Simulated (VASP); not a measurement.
Write the native input for VASP 6.6.1 that does the following.

```
Task                   : single point
Functional             : r2SCAN
Potentials or basis    : VASP PAW PBE potentials, release 64 (Cs_sv)
Cutoff                 : 520 eV
k mesh                 : 4 × 4 × 4
Occupations            : gaussian, width 0.1 eV
Spin                   : no spin polarisation
Dipole correction      : no
Further INCAR settings : ALGO = Normal; EDIFF = 1e-06; NBANDS = 10
```

The system is Cs.

```xyz
1
Lattice="-3.1285 3.1285 3.1285 3.1285 -3.1285 3.1285 3.1285 3.1285 -3.1285" Properties=species:S:1:pos:R:3 pbc="T T T"
Cs    0.0000    0.0000    0.0000
```

The input as run:

POSCAR

```
Cs
1.0
   -3.1284650614      3.1284650614      3.1284650614
    3.1284650614     -3.1284650614      3.1284650614
    3.1284650614      3.1284650614     -3.1284650614
Cs
1
Direct
    0.0000000000      0.0000000000      0.0000000000
```

INCAR.step1

```
PREC = Accurate
ENCUT = 520
ISMEAR = 0
SIGMA = 0.1
LREAL = False
LASPH = True
NELM = 60
NBANDS = 10
GGA = PE
ALGO = Normal
EDIFF = 1E-4
LWAVE = True
LCHARG = False
```

INCAR.step2

```
PREC = Accurate
ENCUT = 520
EDIFF = 1E-6
ISMEAR = 0
SIGMA = 0.1
LREAL = False
LASPH = True
NELM = 60
ALGO = Normal
ISIF = 2
LWAVE = False
LCHARG = True
METAGGA = R2SCAN
LMIXTAU = True
LELF = True
LVHAR = True
NBANDS = 10
ISTART = 1
```

KPOINTS

```
regular mesh
0
Gamma
  4 4 4
```

Potentials or basis: VASP PAW PBE potentials, release 64 (Cs_sv).

The run is started by

```console
$ cat potpaw_PBE.64/Cs_sv/POTCAR > POTCAR
$ cp INCAR.step1 INCAR
$ mpirun -np 1 vasp_std > vasp.out
$ cp INCAR.step2 INCAR
$ mpirun -np 1 vasp_std > vasp.out
```

Results of the run:

- Pressure: 0.1 GPa
- Band gap on the k mesh: zero (an odd number of electrons rules out a gap without spin polarisation)

Caveat: the PAW data sets were made with another functional, which shifts forces and pressure a little; spin-orbit coupling is left out, which moves the levels of the heavy elements.

Run time: 110 s on 1 thread of Oxide Virtual Turin-like Processor, on a shared host, peak memory 0.22 GiB.
